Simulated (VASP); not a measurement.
Ca, 1 atom in the cell. It takes space group Im-3m (No. 229, cubic). Conventional cell: a = 4.480 Å, b = 4.480 Å, c = 4.480 Å, α = 90.00°, β = 90.00°, γ = 90.00°. Within 5.1 Å of Ca (site symmetry m-3m) lie 14 Ca at 3.88 to 4.48 Å. This isn't the form of Ca at room conditions, which is fcc.

* Program: VASP 6.6.1
* Task: single point
* Functional: r2SCAN
* Potentials or basis: VASP PAW PBE potentials, release 64 (Ca_sv)
* Cutoff: 520 eV
* k mesh: 11 × 11 × 11
* Occupations: fermi-dirac, width 0.1 eV
* Spin: no spin polarisation
* Dipole correction: no
* Further INCAR settings: ALGO = Normal; EDIFF = 1e-06; NBANDS = 11

Potentials or basis: VASP PAW PBE potentials, release 64 (Ca_sv).

Command:

```console
$ cat potpaw_PBE.64/Ca_sv/POTCAR > POTCAR
$ cp INCAR.step1 INCAR
$ mpirun -np 1 vasp_std > vasp.out
$ cp INCAR.step2 INCAR
$ mpirun -np 1 vasp_std > vasp.out
```

Hardware: 1 thread of Intel(R) Xeon(R) 6975P-C (Granite Rapids), on a shared host.

Question: How long does it take, and how much memory?

Answer: It took 45 s on 1 thread of Intel(R) Xeon(R) 6975P-C (Granite Rapids), with other jobs on the host, peak memory 0.17 GiB. Counts: k points 56.
